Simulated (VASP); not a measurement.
Write the native input for VASP 6.6.1 that does the following.

```
Task                   : electric field gradients
Functional             : LDA
Potentials or basis    : VASP PAW LDA potentials, release 64 (B, N)
Cutoff                 : 520 eV
k mesh                 : 11 × 11 × 11
Occupations            : fermi-dirac, width 0.02 eV
Spin                   : no spin polarisation
Dipole correction      : no
Further INCAR settings : ALGO = Normal; EDIFF = 1e-08; NBANDS = 11
```

The structure of BN lies in POSCAR:

```
BN
1.0
   -0.0180750000      1.7984625000      1.7984625000
    1.7984625000     -0.0180750000      1.7984625000
    1.7984625000      1.7984625000     -0.0180750000
B N
1 1
Direct
    0.0000000000      0.0000000000      0.0000000000
    0.7500000000      0.7500000000      0.7500000000
```

This cell differs from its parent crystal: equal xy, yz and zx shear strains of -1 %.

One way to write it, as run:

INCAR

```
SYSTEM = BN
PREC = Accurate ; ENCUT = 520
EDIFF = 1E-8 ; ISMEAR = -1
SIGMA = 0.02 ; LREAL = .FALSE.
LASPH = .TRUE. ; NELM = 60
ALGO = Normal ; ISIF = 2
LWAVE = .FALSE. ; LCHARG = .FALSE.
GGA = CA ; LEFG = .TRUE.
NBANDS = 11
```

KPOINTS

```
Automatic mesh
0
G
  11 11 11
  0 0 0
```

Potentials or basis: VASP PAW LDA potentials, release 64 (B, N).

Run with:

```bash
$ cat potpaw_LDA.64/B/POTCAR potpaw_LDA.64/N/POTCAR > POTCAR
$ mpirun -np 1 vasp_std > vasp.out
```

It gave:

```json
{
  "Pressure": "-10.0 GPa",
  "Largest force": "0.038 eV/Å",
  "Band gap on the k mesh": "4.41 eV, indirect (least direct gap 8.52 eV)"
}
```

Caveat: the cell differs from its parent crystal (equal xy, yz and zx shear strains of -1 %); without QUAD_EFG the Cq values of the log hold for a quadrupole moment of 1 mb, not for the nuclei.

It took 6.8 s on 1 thread of Intel(R) Xeon(R) 6975P-C (Granite Rapids), on a shared host, peak memory 0.12 GiB.
